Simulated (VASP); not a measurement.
Input of a VASP 6.6.1 run:

POSCAR

```
BaTiO3
1.0
    3.9669482848      0.0000000000      0.0000000000
    0.0000000000      2.8945594541      2.9202988743
    0.0000000000     -2.8945594541      2.9202988743
Ba Ti O
1 1 3
Direct
    0.0000000000      0.0114242273      0.0114242273
    0.5000000000      0.5286835800      0.5286835800
    0.0000000000      0.4878365830      0.4878365830
    0.5000000000      0.4942025531      0.9747330566
    0.5000000000      0.9747330566      0.4942025531
```

Contents of INCAR.step1:

```
  PREC = Accurate
  ENCUT = 520
  ISMEAR = 0
  SIGMA = 0.02
  LREAL = F
  LASPH = T
  NELM = 100
  NBANDS = 28
  GGA = PE
  ALGO = Normal
  EDIFF = 1E-4
  LWAVE = T
  LCHARG = F
```

The input INCAR.step2:

```
  PREC = Accurate
  ENCUT = 520
  EDIFF = 1E-6
  ISMEAR = 0
  SIGMA = 0.02
  LREAL = F
  LASPH = T
  NELM = 100
  ALGO = Normal
  ISIF = 2
  LWAVE = F
  LCHARG = T
  METAGGA = R2SCAN
  LMIXTAU = T
  LELF = T
  LVHAR = T
  NBANDS = 28
  ISTART = 1
```

Contents of KPOINTS:

```
Automatic mesh
0
Gamma
  8 8 8
```

Potentials or basis: VASP PAW PBE potentials, release 64 (Ba_sv, Ti_sv, O).

Command:

```sh
$ cat potpaw_PBE.64/Ba_sv/POTCAR potpaw_PBE.64/Ti_sv/POTCAR potpaw_PBE.64/O/POTCAR > POTCAR
$ cp INCAR.step1 INCAR
$ mpirun -np 1 vasp_std > vasp.out
$ cp INCAR.step2 INCAR
$ mpirun -np 1 vasp_std > vasp.out
```

**Question.** What does it give for the band gap on the k mesh?

**Answer.** 2.79 eV, indirect (least direct gap 3.38 eV).

**Question.** Estimate the pressure.

**Answer.** -1.1 GPa.

Stress tensor (GPa, compression positive):
```
-1.22  0.00  0.00
 0.00 -1.03  0.00
 0.00  0.00 -1.19
```

Caveat: the PAW data sets were made with another functional, which shifts forces and pressure a little; spin-orbit coupling is left out, which moves the levels of the heavy elements. A k mesh can miss the band edges.
